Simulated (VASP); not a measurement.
# CoO (Fm-3m) in VASP: further runs, part 2 of 2

VASP 6.6.1.

### Step 4. Single point, PBE+D3(BJ), collinear spin, ferromagnetic start

This run uses another cell than the first one, of 9.63 Å³/atom, 1.036 times its volume.

Contents of INCAR:

```
SYSTEM = CoO
PREC = Accurate
ENCUT = 600
EDIFF = 1E-6
ISMEAR = -1
SIGMA = 0.05
LREAL = .False.
LASPH = .True.
NELM = 200
ALGO = Normal
ISIF = 2
LWAVE = .False.
LCHARG = .False.
ISPIN = 2
MAGMOM = 2 0
LORBIT = 11
LMAXMIX = 4
GGA = PE
IVDW = 12
NBANDS = 18
GGA_COMPAT = .False.
```

Contents of KPOINTS:

```
Automatic mesh
0
Gamma
  11 11 11
  0 0 0
```

Contents of POSCAR:

```
CoO
1.0
    0.0000000000      2.1273117689      2.1273117689
    2.1273117689      0.0000000000      2.1273117689
    2.1273117689      2.1273117689      0.0000000000
Co O
1 1
Direct
    0.0000000000      0.0000000000      0.0000000000
    0.5000000000      0.5000000000      0.5000000000
```

Potentials or basis: VASP PAW PBE potentials, release 64 (Co, O).

Run with:

```sh
cat potpaw_PBE.64/Co/POTCAR potpaw_PBE.64/O/POTCAR > POTCAR
mpirun -np 1 vasp_std > vasp.out
```

OUTCAR:

```text
SYSTEM = CoO
   PREC = Accurate
   ENCUT = 600
   EDIFF = 1E-6
   ISMEAR = -1
   LREAL = .False.
   LASPH = .True.
   NELM = 200
   ISIF = 2
   ISPIN = 2
   LORBIT = 11
   GGA = PE
   IVDW = 12
 IVDW          = 12

 ion  position               nearest neighbor table
   1  0.000  0.000  0.000-   2 2.13   2 2.13   2 2.13   2 2.13   2 2.13   2 2.13
   2  0.500  0.500  0.500-   1 2.13   1 2.13   1 2.13   1 2.13   1 2.13   1 2.13

  LATTYP: Found a face centered cubic cell.
 ALAT       =     4.2546235378

  Lattice vectors:

 A1 = (   0.0000000000,   2.1273117689,   2.1273117689)
 A2 = (   2.1273117689,   0.0000000000,   2.1273117689)
 A3 = (   2.1273117689,   2.1273117689,   0.0000000000)

Analysis of symmetry for initial positions (statically):
[... 25 lines left out ...]
The dynamic configuration has the point symmetry O_h .

Analysis of structural, dynamic, and magnetic symmetry:
=====================================================================
 Subroutine PRICEL returns:
[... 7 lines left out ...]
 out of a pool of 48 trial point group operations.

The overall configuration has the point symmetry O_h .

 Subroutine INISYM returns: Found 48 space group operations
[... 5 lines left out ...]
                                     Primitive cell

  volume of cell :      19.2541

  direct lattice vectors                    reciprocal lattice vectors
     0.000000000  2.127311769  2.127311769    -0.235038421  0.235038421  0.235038421
     2.127311769  0.000000000  2.127311769     0.235038421 -0.235038421  0.235038421
     2.127311769  2.127311769  0.000000000     0.235038421  0.235038421 -0.235038421

  length of vectors
     3.008473155  3.008473155  3.008473155     0.407098488  0.407098488  0.407098488

  position of ions in fractional coordinates (direct lattice)
     0.000000000  0.000000000  0.000000000
     0.500000000  0.500000000  0.500000000

  ion indices of the primitive-cell ions
   primitive index   ion index
                 1           1
                 2           2

----------------------------------------------------------------------------------------

 KPOINTS: Automatic mesh

Automatic generation of k-mesh.
 Grid dimensions read from file:
 generate k-points for:   11   11   11

 Generating k-lattice:

  Cartesian coordinates                     Fractional coordinates (reciprocal lattice)
    -0.021367129  0.021367129  0.021367129     0.090909091  0.000000000  0.000000000
     0.021367129 -0.021367129  0.021367129     0.000000000  0.090909091  0.000000000
     0.021367129  0.021367129 -0.021367129     0.000000000  0.000000000  0.090909091

  Length of vectors
     0.037008953  0.037008953  0.037008953

  Shift w.r.t. Gamma in fractional coordinates (k-lattice)
     0.000000000  0.000000000  0.000000000

 Subroutine IBZKPT returns following result:
 ===========================================

 Found     56 irreducible k-points:

 Following reciprocal coordinates:
            Coordinates               Weight
  0.000000  0.000000  0.000000      1.000000
  0.090909  0.000000  0.000000      8.000000
  0.181818  0.000000  0.000000      8.000000
  0.272727  0.000000  0.000000      8.000000
  0.363636  0.000000  0.000000      8.000000
  0.454545  0.000000  0.000000      8.000000
[... 16 lines left out ...]
 -0.272727  0.181818  0.000000     24.000000
 -0.181818  0.181818  0.000000     12.000000
 [... further k-points ...]
   k-points           NKPTS =     56   k-points in BZ     NKDIM =     56   number of bands    NBANDS=     18
   number of dos      NEDOS =    301   number of ions     NIONS =      2
   total plane-waves  NPLWV =  13824
   dimension x,y,z NGX =    24 NGY =   24 NGZ =   24
   dimension x,y,z NGXF=    48 NGYF=   48 NGZF=   48
   ions per type =               1   1
   NGX,Y,Z   is equivalent  to a cutoff of  13.26, 13.26, 13.26 a.u.
   NGXF,Y,Z  is equivalent  to a cutoff of  26.52, 26.52, 26.52 a.u.
 SYSTEM =  CoO
   PREC   = accura    normal or accurate (medium, high low for compatibility)
   ISTART =      0    job   : 0-new  1-cont  2-samecut
   ICHARG =      2    charge: 1-file 2-atom 10-const
   ISPIN  =      2    spin polarized calculation?
   LNONCOLLINEAR =      F non collinear calculations
   LSORBIT =      F    spin-orbit coupling
   LASPH  =      T    aspherical Exc in radial PAW
   ENCUT  =  600.0 eV  44.10 Ry    6.64 a.u.   6.01  6.01  6.01*2*pi/ulx,y,z
   NELM   =    200;   NELMIN=  2; NELMDL= -5     # of ELM steps
   EDIFF  = 0.1E-05   stopping-criterion for ELM
   LREAL  =      F    real-space projection
   EDIFFG = 0.1E-04   stopping-criterion for IOM
   NSW    =      0    number of steps for IOM
   IBRION =     -1    ionic relax: 0-MD 1-quasi-New 2-CG
   NFREE  =      0    steps in history (QN), initial steepest desc. (CG)
   ISIF   =      2    stress and relaxation
   ISYM   =      2    0-nonsym 1-usesym 2-fastsym
   POTIM  = 0.5000    time-step for ionic-motion
   TEBEG  =    0.0;   TEEND  =   0.0 temperature during run
   PSTRESS=    0.0 pullay stress
   NELECT =      15.0000    total number of electrons
   NUPDOWN=      -1.0000    fix difference up-down
   EMIN   =  10.00;   EMAX   =-10.00  energy-range for DOS
   EFERMI =   0.00;   METHOD = LEGACY
   ISMEAR =    -1;   SIGMA  =   0.05  broadening in eV -4-tet -1-fermi 0-gaus
   EFERMI_NEDOS =   21; number of points for ismear=-14 and -15
   IALGO  =     38    algorithm
   IMIX   =      4    mixing-type and parameters
     AMIX     =   0.40;   BMIX     =  1.00
     AMIX_MAG =   1.60;   BMIX_MAG =  1.00
  volume/ion in A,a.u.               =       9.63        64.97
  Fermi-wavevector in a.u.,A,eV,Ry     =   1.506367  2.846621 30.873543  2.269141
  Thomas-Fermi vector in A             =   2.617094
   LORBIT       =     11    0 simple, 1 ext, 2 COOP (PROOUT), +10 PAW based schemes
   GGA     = PE    functional components
   LHFCALC =     F    Hartree Fock is set to
   AEXX    =    0.0000 exact exchange contribution
   IVDW    =    12    specifies the selected vdW correction
   LEPSILON=     F    determine dielectric tensor
   LRPA    =     F    only Hartree local field effects (RPA)
 spin polarized calculation
  energy-cutoff  :      600.00
  volume of cell :       19.25
 maximum number of plane-waves:       654
   NGX = 13   NGY = 13   NGZ = 13

 number of electron      15.0000007 magnetization       2.8862908

 Free energy of the ion-electron system (eV)
  ---------------------------------------------------
  ext. energy  EPLUGINS =         0.00000000
  ---------------------------------------------------
  free energy    TOTEN  =       -13.06550443 eV

  energy without entropy =      -13.03090187  energy(sigma->0) =      -13.04820315

 E-fermi :   7.9516     XC(G=0): -12.4290

 val. band max:        7.9502345016   @ k =  -0.1818   0.2727   0.0909
 cond. band min:       7.9595379949   @ k =  -0.2727   0.1818   0.0000
 fundamental gap:      0.0093034932
 Fermi energy:         7.9516231229

 spin component 1

 k-point     1 :       0.0000    0.0000    0.0000
  band No.  band energies     occupation
      1     -12.2658      1.00000
      2       4.7010      1.00000
      3       4.7010      1.00000
      4       4.8258      1.00000
      5       4.8258      1.00000
      6       4.8258      1.00000
[... 481 lines left out ...]
      5       5.2271      1.00000
      6       5.2379      1.00000
[... 10 lines left out ...]
     17      35.7907      0.00000
     18      37.5756      0.00000

 [... further k-points ...]

 spin component 2

 k-point     1 :       0.0000    0.0000    0.0000
  band No.  band energies     occupation
      1     -11.7733      1.00000
      2       5.3748      1.00000
      3       5.3748      1.00000
      4       5.3748      1.00000
      5       6.8494      1.00000
      6       6.8494      1.00000
[... 481 lines left out ...]
      5       7.2521      1.00000
      6       7.6935      0.99430
[... 10 lines left out ...]
     17      36.4034      0.00000
     18      38.1635      0.00000

 [... further k-points ...]

------------------------ aborting loop because EDIFF is reached ----------------------------------------

 Edisp (eV)   -0.51735

 E8    (eV) :    -0.1992

  FORCE on cell =-STRESS in cart. coord.  units (eV):
  Direction    XX          YY          ZZ          XY          YZ          ZX
  --------------------------------------------------------------------------------------
  -------------------------------------------------------------------------------------
  Total      -0.08102    -0.08102    -0.08102     0.00000     0.00000    -0.00000
  in kB      -6.74207    -6.74207    -6.74207     0.00000     0.00000    -0.00000
  external pressure =       -6.74 kB  Pullay stress =        0.00 kB

 VOLUME and BASIS-vectors are now :
 -----------------------------------------------------------------------------
  energy-cutoff  :      600.00
  volume of cell :       19.25
      direct lattice vectors                 reciprocal lattice vectors
     0.000000000  2.127311769  2.127311769    -0.235038421  0.235038421  0.235038421
     2.127311769  0.000000000  2.127311769     0.235038421 -0.235038421  0.235038421
     2.127311769  2.127311769  0.000000000     0.235038421  0.235038421 -0.235038421

 POSITION                                       TOTAL-FORCE (eV/Angst)
 -----------------------------------------------------------------------------------
      0.00000      0.00000      0.00000        -0.000000     -0.000000     -0.000000
      2.12731      2.12731      2.12731         0.000000      0.000000      0.000000
 -----------------------------------------------------------------------------------
    total drift:                                0.000000     -0.000000     -0.000000

  FREE ENERGIE OF THE ION-ELECTRON SYSTEM (eV)
  ---------------------------------------------------
  free  energy   TOTEN  =       -13.5828517243 eV

  energy  without entropy=      -13.5482491596  energy(sigma->0) =      -13.56555044

 total charge

# of ion       s       p       d       tot
------------------------------------------
    1        0.295   0.358   7.147   7.800
    2        1.553   3.426   0.000   4.979
--------------------------------------------------
tot          1.847   3.784   7.147  12.778

 magnetization (x)

# of ion       s       p       d       tot
------------------------------------------
    1        0.021   0.018   2.506   2.544
    2        0.029   0.263   0.000   0.292
--------------------------------------------------
tot          0.049   0.281   2.506   2.836
```

OSZICAR:

```text
N       E                     dE             d eps       ncg     rms          rms(c)
DAV:   1     0.866250094513E+02    0.86625E+02   -0.72948E+03  4144   0.108E+03
DAV:   2    -0.973837366412E+01   -0.96363E+02   -0.83153E+02  4182   0.238E+02
DAV:   3    -0.153914706112E+02   -0.56531E+01   -0.54224E+01  4718   0.601E+01
DAV:   4    -0.154520202590E+02   -0.60550E-01   -0.60492E-01  4832   0.593E+00
DAV:   5    -0.154533243095E+02   -0.13041E-02   -0.13038E-02  4940   0.893E-01    0.166E+01
DAV:   6    -0.143505809423E+02    0.11027E+01   -0.16739E+01  5184   0.606E+01    0.200E+01
DAV:   7    -0.131809182362E+02    0.11697E+01   -0.70822E+00  5034   0.475E+01    0.809E+00
DAV:   8    -0.130811105368E+02    0.99808E-01   -0.39645E-01  5694   0.975E+00    0.416E+00
DAV:   9    -0.130848640275E+02   -0.37535E-02   -0.24193E-01  5976   0.823E+00    0.285E+00
DAV:  10    -0.130676229576E+02    0.17241E-01   -0.82870E-02  5964   0.546E+00    0.639E-01
DAV:  11    -0.130655867692E+02    0.20362E-02   -0.21082E-02  5672   0.208E+00    0.286E-01
DAV:  12    -0.130654900940E+02    0.96675E-04   -0.21021E-03  5856   0.634E-01    0.448E-02
DAV:  13    -0.130655079539E+02   -0.17860E-04   -0.10940E-04  4762   0.963E-02    0.432E-02
DAV:  14    -0.130655027591E+02    0.51947E-05   -0.47485E-06  4878   0.205E-02    0.130E-02
DAV:  15    -0.130655043573E+02   -0.15982E-05   -0.15897E-06  4548   0.191E-02    0.893E-03
DAV:  16    -0.130655044349E+02   -0.77625E-07   -0.17153E-06  2550   0.203E-02
   1 F= -.13582852E+02 E0= -.13565550E+02  d E =-.346026E-01  mag=     2.8864
```

It took 29 s on 1 thread of AMD EPYC 9R45 (Zen 5), shared host; peak memory 0.15 GiB.

Results:

```
Free energy                                           : -13.5829 eV
Pressure                                              : -0.7 GPa
Net moment                                            : 2.89 μB per cell
Site moments                                          : Co +2.54; O +0.29 μB
Valence electrons inside the program's atomic spheres : Co 7.80; O 4.98
Dispersion energy per atom                            : -0.259 eV
```

Levels at points of the mesh, in eV from the Fermi level:
Spin up:
```csv
k point,band 6,band 7,band 8,band 9,band 10,band 11,band 12,band 13
"(0.00, 0.00, 0.00)",-3.13,-3.05,-3.05,-3.05,1.03,16.88,18.18,18.18
```
Spin down:
```csv
k point,band 2,band 3,band 4,band 5,band 6,band 7,band 8,band 9,band 10,band 11
"(0.00, 0.00, 0.00)",-2.58,-2.58,-2.58,-1.10,-1.10,-1.10,0.06,0.06,1.56,16.79
```

Caveat: a cell with one magnetic atom can't hold antiferromagnetic order, which such compounds often take; semilocal functionals often make such compounds metallic where correlation or magnetic order opens a gap, which also shifts bond lengths; pairwise dispersion overbinds metals, which lowers pressure and volume. With open d or f shells a metallic result of PBE can be an artefact of self-interaction; +U or a hybrid may open a gap.

### Step 5. Relaxation of cell and atoms, BLYP+D3(BJ), collinear spin, ferromagnetic start

This run uses another cell than the first one, of 9.68 Å³/atom, 1.042 times its volume.

Contents of INCAR:

```
  PREC = Accurate
  ENCUT = 600
  EDIFF = 1E-7
  ISMEAR = -1
  SIGMA = 0.05
  LREAL = False
  LASPH = True
  NELM = 200
  ALGO = Normal
  ISIF = 3
  LWAVE = False
  LCHARG = False
  ISPIN = 2
  MAGMOM = 2 0
  LORBIT = 11
  LMAXMIX = 4
  GGA = B5
  ALDAX = 1.0
  AGGAX = 1.0
  AGGAC = 1.0
  ALDAC = 0.0
  IVDW = 12
  VDW_S6 = 1.0
  VDW_S8 = 2.6996
  VDW_A1 = 0.4298
  VDW_A2 = 4.2359
  IBRION = 2
  NSW = 80
  EDIFFG = -0.02
  GGA_COMPAT = False
  NELMIN = 4
```

Contents of KPOINTS:

```
regular mesh
0
Gamma
  11 11 11
```

Contents of POSCAR:

```
CoO
1.0
    0.0000000000      2.1315000000      2.1315000000
    2.1315000000      0.0000000000      2.1315000000
    2.1315000000      2.1315000000      0.0000000000
Co O
1 1
Direct
    0.0000000000      0.0000000000      0.0000000000
    0.5000000000      0.5000000000      0.5000000000
```

Run with:

```sh
cat potpaw_PBE.64/Co/POTCAR potpaw_PBE.64/O/POTCAR > POTCAR
mpirun -np 1 vasp_std > vasp.out
```

Wall time 73 s (1 thread of AMD EPYC 9R45 (Zen 5), shared host); peak memory 0.15 GiB.

The run converged. Its results:

* Free energy: -13.0750 eV
* Relaxed volume: 9.34 Å³/atom
* Relaxed cell: a = 2.979 Å, b = 2.979 Å, c = 2.979 Å, α = 60.00°, β = 60.00°, γ = 60.00°
* Space group after relaxing (to 0.05 Å): Fm-3m (No. 225)
* Energy gained by relaxing: -78.5 meV/atom
* Ionic steps: 3
* Pressure after relaxing: 0.1 GPa
* Net moment: 2.47 μB per cell
* Site moments: Co +2.23; O +0.20 μB
* Valence electrons inside the program's atomic spheres: Co 7.89; O 5.00
* Dispersion energy per atom: -0.492 eV

The path:
```tsv
step	energy change (eV)	largest force (eV/Å)	pressure (GPa)	volume (Å³)
1	0.0000	0.0000	-4.88	19.37
2	0.1574	0.0000	1.04	18.55
3	0.1570	0.0000	0.09	18.69
```

Final structure:
```
Co O
1.0
     0.00000    2.10629    2.10629
     2.10629    0.00000    2.10629
     2.10629    2.10629    0.00000
Co O
1 1
Cartesian
  0.0000 0.0000 0.0000
  2.1063 2.1063 2.1063
```

Levels at points of the mesh, in eV from the Fermi level:
Spin up:
```tsv
k point	band 5	band 6	band 7	band 8	band 9	band 10	band 11	band 12
(0.00, 0.00, 0.00)	-2.88	-2.88	-2.76	-2.76	-2.76	1.54	17.72	18.84
```
Spin down:
| k point | band 3 | band 4 | band 5 | band 6 | band 7 | band 8 | band 9 | band 10 |
| --- | --- | --- | --- | --- | --- | --- | --- | --- |
| (0.00, 0.00, 0.00) | -2.90 | -2.90 | -1.18 | -1.18 | -1.18 | 0.03 | 0.03 | 1.96 |

Caveat: the PAW data sets were made with another functional, which shifts forces and pressure a little; a cell with one magnetic atom can't hold antiferromagnetic order, which such compounds often take; semilocal functionals often make such compounds metallic where correlation or magnetic order opens a gap, which also shifts bond lengths; pairwise dispersion overbinds metals, which lowers pressure and volume. With open d or f shells a metallic result of BLYP can be an artefact of self-interaction; +U or a hybrid may open a gap.

### Step 6. Summary

```csv
task,level,potentials or basis,cell,second run,gap on the mesh (eV),pressure (GPa),moment (μB)
single point,BLYP+D3(BJ),"VASP PAW PBE potentials, release 64 (Co_sv, O)","a = 2.974 Å, angles 60.0°, 2 atoms",valence_matched,none,-0.6,2.48
single point,BLYP+D3(BJ),"VASP PAW PBE potentials, release 64 (Co, O)","a = 3.010 Å, angles 60.0°, 2 atoms",-,none,-0.5,2.76
single point,PBE+D3(BJ),"VASP PAW PBE potentials, release 64 (Co, O)","a = 3.008 Å, angles 60.0°, 2 atoms",-,none,-0.7,2.89
relaxation of cell and atoms,BLYP+D3(BJ),"VASP PAW PBE potentials, release 64 (Co, O)","relaxed from a = 3.014 Å, angles 60.0°, 2 atoms",-,none,0.1,2.47
```

Alike in all rows: spin collinear, ferromagnetic start; k mesh 11 × 11 × 11; cutoff (eV) 600; smearing fermi-dirac 0.05 eV.

Caveats: a cell with one magnetic atom can't hold antiferromagnetic order, which such compounds often take; semilocal functionals often make such compounds metallic where correlation or magnetic order opens a gap, which also shifts bond lengths; pairwise dispersion overbinds metals, which lowers pressure and volume; the PAW data sets were made with another functional, which shifts forces and pressure a little (some runs).

Absolute energies hang on the potentials; compare differences alone.
